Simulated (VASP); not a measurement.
# TaMnB4 (P6/mmm) in VASP: a series of runs, part 3 of 3

VASP 6.6.1.

### 6 Single point, PBE, collinear spin, ferromagnetic start (8.70 Å³/atom)

This run uses another cell than the first one, of 8.70 Å³/atom.

Contents of INCAR:

```
SYSTEM = TaMnB4
PREC = Accurate ; ENCUT = 520
EDIFF = 1E-6 ; ISMEAR = 0
SIGMA = 0.1 ; LREAL = .False.
LASPH = .True. ; NELM = 150
ALGO = Fast ; ISIF = 2
LWAVE = .False. ; LCHARG = .False.
ISPIN = 2 ; MAGMOM = 0 2.35 0 0 0 0
LORBIT = 11 ; LMAXMIX = 4
GGA = PE ; NBANDS = 31
```

Contents of KPOINTS:

```
regular mesh
0
Gamma
  12 12 6
  0 0 0
```

Contents of POSCAR:

```
TaMnB4
1.0
    3.0724039158      0.0000000000      0.0000000000
   -1.5362019579      2.6607798418      0.0000000000
    0.0000000000      0.0000000000      6.3837500812
Ta Mn B
1 1 4
Direct
    0.0000000000      0.0000000000      0.5000000000
    0.0000000000      0.0000000000      0.0000000000
    0.3333333333      0.6666666667      0.7644116461
    0.3333333333      0.6666666667      0.2355883539
    0.6666666667      0.3333333333      0.7644116461
    0.6666666667      0.3333333333      0.2355883539
```

Potentials or basis: VASP PAW PBE potentials, release 64 (Ta_pv, Mn_pv, B).

Command:

```sh
$ cat potpaw_PBE.64/Ta_pv/POTCAR potpaw_PBE.64/Mn_pv/POTCAR potpaw_PBE.64/B/POTCAR > POTCAR
$ mpirun -np 1 vasp_std > vasp.out
```

OUTCAR:

```text
SYSTEM = TaMnB4
   PREC = Accurate
   ENCUT = 520
   EDIFF = 1E-6
   ISMEAR = 0
   LREAL = .False.
   LASPH = .True.
   NELM = 150
   ISIF = 2
   ISPIN = 2
   LORBIT = 11
   GGA = PE

 ion  position               nearest neighbor table
   1  0.000  0.000  0.500-   3 2.45   4 2.45   5 2.45   6 2.45   5 2.45   6 2.45   3 2.45   4 2.45
                             5 2.45   6 2.45   3 2.45   4 2.45   2 3.19   2 3.19
   2  0.000  0.000  0.000-   3 2.33   4 2.33   5 2.33   6 2.33   5 2.33   6 2.33   3 2.33   4 2.33
                             5 2.33   6 2.33   3 2.33   4 2.33   1 3.19   1 3.19
   3  0.333  0.667  0.764-   5 1.77   5 1.77   5 1.77   2 2.33   2 2.33   2 2.33   1 2.45   1 2.45
                             1 2.45
   4  0.333  0.667  0.236-   6 1.77   6 1.77   6 1.77   2 2.33   2 2.33   2 2.33   1 2.45   1 2.45
                             1 2.45
   5  0.667  0.333  0.764-   3 1.77   3 1.77   3 1.77   2 2.33   2 2.33   2 2.33   1 2.45   1 2.45
                             1 2.45
   6  0.667  0.333  0.236-   4 1.77   4 1.77   4 1.77   2 2.33   2 2.33   2 2.33   1 2.45   1 2.45
                             1 2.45

  LATTYP: Found a hexagonal cell.
 ALAT       =     3.0724039158
 C/A-ratio  =     2.0777704547

  Lattice vectors:
[... 1810 lines left out ...]
  Total       -2.2243811     -2.2243811     -2.2088480      0.0000000     -0.0000000      0.0000000
  in kB      -68.2899284    -68.2899284    -67.8130526      0.0000000     -0.0000000      0.0000000
  external PRESSURE =     -68.1309698 kB  Pullay stress =       0.0000000 kB

 VOLUME and BASIS-vectors are now :
 -----------------------------------------------------------------------------
  energy-cutoff  :      520.00
  volume of cell :       52.19
      direct lattice vectors                 reciprocal lattice vectors
     3.072403916  0.000000000  0.000000000     0.325478039  0.187914833  0.000000000
    -1.536201958  2.660779842  0.000000000     0.000000000  0.375829666  0.000000000
     0.000000000  0.000000000  6.383750081     0.000000000  0.000000000  0.156647736

 POSITION                                       TOTAL-FORCE (eV/Angst)
 -----------------------------------------------------------------------------------
      0.00000      0.00000      3.19188        -0.000000      0.000000      0.000000
      0.00000      0.00000      0.00000        -0.000000      0.000000      0.000000
     -0.00000      1.77385      4.87981        -0.000000     -0.000000      0.007807
     -0.00000      1.77385      1.50394         0.000000     -0.000000     -0.007807
      1.53620      0.88693      4.87981        -0.000000      0.000000      0.007807
      1.53620      0.88693      1.50394         0.000000     -0.000000     -0.007807
 -----------------------------------------------------------------------------------
    total drift:                               -0.000000      0.000000     -0.000000

  FREE ENERGIE OF THE ION-ELECTRON SYSTEM (eV)
  ---------------------------------------------------
  free  energy   TOTEN  =       -50.5680398754 eV

  energy  without entropy=      -50.5601291833  energy(sigma->0) =      -50.56408453

 total charge

# of ion       s       p       d       tot
------------------------------------------
    1        0.279   6.227   2.490   8.996
    2        0.253   6.305   5.240  11.798
    3        0.661   1.295   0.000   1.955
    4        0.661   1.295   0.000   1.955
    5        0.661   1.295   0.000   1.955
    6        0.661   1.295   0.000   1.955
--------------------------------------------------
tot          3.175  17.711   7.730  28.616

 magnetization (x)

# of ion       s       p       d       tot
------------------------------------------
    1       -0.001  -0.002  -0.047  -0.049
    2        0.012   0.017   2.305   2.334
    3       -0.002  -0.003   0.000  -0.005
    4       -0.002  -0.003   0.000  -0.005
    5       -0.002  -0.003   0.000  -0.005
    6       -0.002  -0.003   0.000  -0.005
--------------------------------------------------
tot          0.001   0.004   2.258   2.264
```

Wall time 2.3 min (1 thread of Oxide Virtual Turin-like, shared host); peak memory 0.29 GiB.

What came out:

- Free energy: -50.5680 eV
- Pressure: -6.8 GPa
- Largest force: 0.008 eV/Å
- Net moment: 2.26 μB per cell
- Site moments: Ta -0.05; Mn +2.33; B -0.01 μB
- Valence electrons inside the program's atomic spheres: Ta 9.00; Mn 11.80; B 1.96

Forces on the atoms (eV/Å):
```
Ta   0.000  0.000  0.000
Mn   0.000  0.000  0.000
B    0.000  0.000  0.008
B    0.000  0.000 -0.008
B    0.000  0.000  0.008
B    0.000  0.000 -0.008
```

Caveat: the cell stands under tension; spin-orbit coupling is left out, which moves the levels of the heavy elements; a cell with one magnetic atom can't hold antiferromagnetic order, which such compounds often take.

### 7 Relaxation of shape and atoms at fixed volume, PBE, collinear spin, ferromagnetic start (8.19 Å³/atom)

This run uses another cell than the first one, of 8.19 Å³/atom.

Contents of INCAR:

```
SYSTEM = TaMnB4
PREC = Accurate
ENCUT = 600
EDIFF = 1E-7
ISMEAR = 0
SIGMA = 0.1
LREAL = .False.
LASPH = .True.
NELM = 150
ALGO = Fast
ISIF = 4
LWAVE = .False.
LCHARG = .False.
ISPIN = 2
MAGMOM = 0 2.35 0 0 0 0
LORBIT = 11
LMAXMIX = 4
GGA = PE
IBRION = 2
NSW = 50
EDIFFG = -0.01
```

KPOINTS is that of step 6.

Contents of POSCAR:

```
TaMnB4
1.0
    3.0210839576      0.0000000000      0.0000000000
   -1.5105419788      2.6163354542      0.0000000000
    0.0000000000      0.0000000000      6.2178668303
Ta Mn B
1 1 4
Direct
    0.0000000000      0.0000000000      0.5000000000
    0.0000000000      0.0000000000      0.0000000000
    0.3333333333      0.6666666667      0.7657949874
    0.3333333333      0.6666666667      0.2342050126
    0.6666666667      0.3333333333      0.7657949874
    0.6666666667      0.3333333333      0.2342050126
```

Command:

```sh
$ cat potpaw_PBE.64/Ta_pv/POTCAR potpaw_PBE.64/Mn_pv/POTCAR potpaw_PBE.64/B/POTCAR > POTCAR
$ mpirun -np 1 vasp_std > vasp.out
```

Run time: 31 min. Hardware: 1 thread of Oxide Virtual Turin-like, shared host; peak memory 0.29 GiB.

Results (log left out):

```
Free energy                                           : -50.5604 eV
Energy gained by relaxing                             : 1.3 meV/atom
Ionic steps                                           : 9
Pressure after relaxing                               : 8.5 GPa
Net moment                                            : 2.05 μB per cell
Site moments                                          : Ta -0.04; Mn +2.09; B -0.00 μB
Valence electrons inside the program's atomic spheres : Ta 9.11; Mn 11.95; B 2.02
```

The path:
```csv
step,energy change (eV),largest force (eV/Å),pressure (GPa),volume (Å³)
1,0.0000,0.1032,9.56,49.15
2,-0.0067,0.0589,9.02,49.15
3,-0.0069,0.0538,8.96,49.15
4,-0.0074,0.0439,8.86,49.15
5,-0.0079,0.0237,8.65,49.15
6,-0.0074,0.0172,8.25,49.15
7,-0.0079,0.0127,8.53,49.15
8,-0.0079,0.0108,8.52,49.15
9,-0.0080,0.0007,8.51,49.15
```

Final structure:
```xyz
6
Lattice="3.0322 0.0000 0.0000 -1.5161 2.6260 0.0000 0.0000 0.0000 6.1722" Properties=species:S:1:pos:R:3 pbc="T T T"
Ta    0.0000    0.0000    3.0861
Mn    0.0000    0.0000    0.0000
B     0.0000    1.7507    4.7375
B     0.0000    1.7507    1.4347
B     1.5161    0.8753    4.7375
B     1.5161    0.8753    1.4347
```

Levels at points of the mesh, in eV from the Fermi level:
Spin up:
```
           k point  band 16  band 17  band 18  band 19  band 20  band 21  band 22  band 23
(0.00, 0.00, 0.00)    -1.93    -1.93    -1.70    -1.70    -0.39     0.57     0.57     2.70
(0.50, 0.00, 0.00)    -4.47    -1.38    -1.11    -1.05     2.11     2.30     2.35     4.01
(0.00, 0.00, 0.50)    -2.58    -2.22    -0.50    -0.37    -0.37     0.19     0.19     1.93
(0.50, 0.00, 0.50)    -3.98    -1.49    -1.38     0.06     1.21     1.66     2.33     3.02
```
Spin down:
```tsv
k point	band 14	band 15	band 16	band 17	band 18	band 19	band 20	band 21
(0.00, 0.00, 0.00)	-1.89	-1.89	-1.67	-1.67	-0.89	-0.89	1.04	1.04
(0.50, 0.00, 0.00)	-4.46	-4.33	-3.76	0.09	0.79	1.25	2.34	2.94
(0.00, 0.00, 0.50)	-3.43	-1.27	-1.27	-0.59	-0.38	-0.38	-0.27	1.41
(0.50, 0.00, 0.50)	-5.03	-3.56	-3.48	0.44	0.80	1.32	1.54	2.13
```

Caveat: spin-orbit coupling is left out, which moves the levels of the heavy elements; a cell with one magnetic atom can't hold antiferromagnetic order, which such compounds often take.

### 8 Summary

```tsv
task	cell	cutoff (eV)	gap on the mesh (eV)	pressure (GPa)	moment (μB)	largest force (eV/Å)
single point	a = 2.994, b = 2.994, c = 5.940 Å, angles 90.0, 90.0, 120.0°, 6 atoms, atomic positions A	520	none	29.7	1.81	0.02
single point	a = 3.009, b = 3.009, c = 6.076 Å, angles 90.0, 90.0, 120.0°, 6 atoms, atomic positions B	520	none	18.6	1.98	0.02
single point	a = 3.032, b = 3.032, c = 6.171 Å, angles 90.0, 90.0, 120.0°, 6 atoms, atomic positions C	520	none	8.7	2.05	0.02
single point	a = 3.052, b = 3.052, c = 6.281 Å, angles 90.0, 90.0, 120.0°, 6 atoms, atomic positions D	520	none	0.4	2.18	0.01
single point	a = 3.072, b = 3.072, c = 6.384 Å, angles 90.0, 90.0, 120.0°, 6 atoms, atomic positions E	520	none	-6.8	2.26	0.01
relaxation of shape and atoms at fixed volume	relaxed from a = 3.021, b = 3.021, c = 6.218 Å, angles 90.0, 90.0, 120.0°, 6 atoms, atomic positions D	600	none	8.5	2.05	-
```

Alike in all rows: level PBE; potentials or basis VASP PAW PBE potentials, release 64 (Ta_pv, Mn_pv, B); spin collinear, ferromagnetic start; k mesh 12 × 12 × 6; smearing gaussian 0.1 eV.

Caveats: spin-orbit coupling is left out, which moves the levels of the heavy elements; a cell with one magnetic atom can't hold antiferromagnetic order, which such compounds often take; the cell stands under pressure (at least some runs); the cell stands under tension (at least some runs).

Absolute energies hang on the potentials; compare differences alone.
